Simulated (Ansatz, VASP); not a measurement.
## Two plane-wave programs on Mg2CdSe3

```
Mg Cd Se
1.0
     3.95395    0.00007   -0.00022
    -1.97691    3.42415   -0.00001
    -0.00099   -0.00065   19.36663
Mg Cd Se
4 2 6
Direct
  0.33349 0.66667 0.33143
  0.33322 0.66672 0.83144
  0.66682 0.33336 0.16858
  0.66646 0.33325 0.66857
  0.99999 0.00006 0.00000
  0.00001 0.99996 0.50001
  0.00007 0.00001 0.25001
  0.99992 0.99999 0.74998
  0.33349 0.66665 0.08792
  0.33281 0.66640 0.58793
  0.66716 0.33357 0.41208
  0.66655 0.33335 0.91204
```

Change from the starting cell: cell x2, atoms moved at random (sigma 0.05 Å) and cell strained at random (1.5 %), then relaxed without symmetry.

Alike in both runs: functional PBE; k mesh 6 × 6 × 1; occupations gaussian, width 0.1 eV; no spin polarisation.

Ansatz relaxed the structure, and its values are those at the end. VASP's run is a single point on that final structure, the one shown.

```csv
,VASP,Ansatz
version,VASP 6.6.1,Ansatz 0.2.0
potentials or method,"VASP PAW PBE potentials, release 64 (Mg, Cd, Se), cutoff 520 eV","scalar-relativistic, plane waves, PAW"
valence electrons in the cell,68,176
```

Ansatz gave:

| Quantity | Value |
| --- | --- |
| gap on the k mesh at the Fermi level (eV) | 0.87 |
| least direct gap on the mesh (eV) | 1.19 |
| pressure (GPa) | 0.0 |
| rms of the force components (eV/Å) | 0.001 |

Problem. What did VASP give for the same quantities?

Solution. gap on the k mesh at the Fermi level (eV): 0.86; least direct gap on the mesh (eV): 1.17; pressure (GPa): 0.0; rms of the force components (eV/Å): 0.013.

VASP's potentials hold 68 valence electrons a cell and Ansatz's 176, so a difference there can come from the potentials and not from the codes.
